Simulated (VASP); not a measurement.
Input of a VASP 6.6.1 run:

File INCAR:

```
PREC = Accurate
ENCUT = 600
EDIFF = 1E-6
ISMEAR = 0
SIGMA = 0.05
LREAL = F
LASPH = T
NELM = 120
ALGO = Normal
ISIF = 2
LWAVE = F
LCHARG = F
GGA = PE
NBANDS = 11
GGA_COMPAT = F
```

KPOINTS

```
Automatic mesh
0
Gamma
  10 10 10
```

The input POSCAR:

```
MgO
1.0
    0.5204527220      2.4245480462      2.4245480462
    2.4245480462      0.5204527220      2.4245480462
    2.4245480462      2.4245480462      0.5204527220
Mg O
1 1
Direct
    0.0000000000      0.0000000000      0.0000000000
    0.5000000000      0.5000000000      0.5000000000
```

Potentials or basis: VASP PAW PBE potentials, release 64 (Mg, O).

Launch:

```bash
$ cat potpaw_PBE.64/Mg/POTCAR potpaw_PBE.64/O/POTCAR > POTCAR
$ mpirun -np 1 vasp_std > vasp.out
```

Q: Estimate the pressure.

A: 2.4 GPa.

Q: What does it give for the band gap on the k mesh?

A: 0.25 eV, direct.

Stress tensor (GPa, compression positive):
```
  2.36 -44.94 -44.94
-44.94   2.36 -44.94
-44.94 -44.94   2.36
```
